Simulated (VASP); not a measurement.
## KI: single point with PBE0

The system is KI.

```
CELL_PARAMETERS angstrom
0.00000 3.54428 3.54428
3.54428 0.00000 3.54428
3.54428 3.54428 0.00000
ATOMIC_POSITIONS crystal
K 0.00000 0.00000 0.00000
I 0.50000 0.50000 0.50000
```

| Property | Result |
| --- | --- |
| Program | VASP 6.6.1 |
| Task | single point |
| Functional | PBE0 |
| Potentials or basis | VASP PAW PBE potentials, release 64 (K_sv, I) |
| Cutoff | 520 eV |
| k mesh | 4 × 4 × 4 |
| Occupations | gaussian, width 0.01 eV |
| Spin | no spin polarisation |
| Dipole correction | no |
| Grid for exact exchange (PRECFOCK) | Normal |
| Further INCAR settings | ALGO = Normal; EDIFF = 1e-06; NBANDS = 15 |

```
Pressure               : 0.2 GPa
Band gap on the k mesh : 5.64 eV, direct
```

Levels at points of the mesh, in eV from the valence-band top:
```
           k point  band 4  band 5  band 6  band 7  band 8  band 9  band 10  band 11  band 12  band 13
(0.00, 0.00, 0.00)  -13.01  -11.41    0.00    0.00    0.00    5.64     8.39     8.39     8.39     9.23
(0.50, 0.00, 0.00)  -13.01  -11.11   -1.40   -0.35   -0.35    7.20     9.63     9.97     9.97    10.88
(0.50, 0.50, 0.00)  -13.03  -11.25   -1.08   -0.40   -0.40    6.68     7.55    10.23    10.60    10.91
```

Run time: 7.1 min on 1 thread of Intel(R) Xeon(R) Platinum 8488C (Sapphire Rapids), on a shared host, peak memory 0.25 GiB.

Caveat: the PAW data sets were made with another functional, which shifts forces and pressure a little; spin-orbit coupling is left out, which moves the levels of the heavy elements.
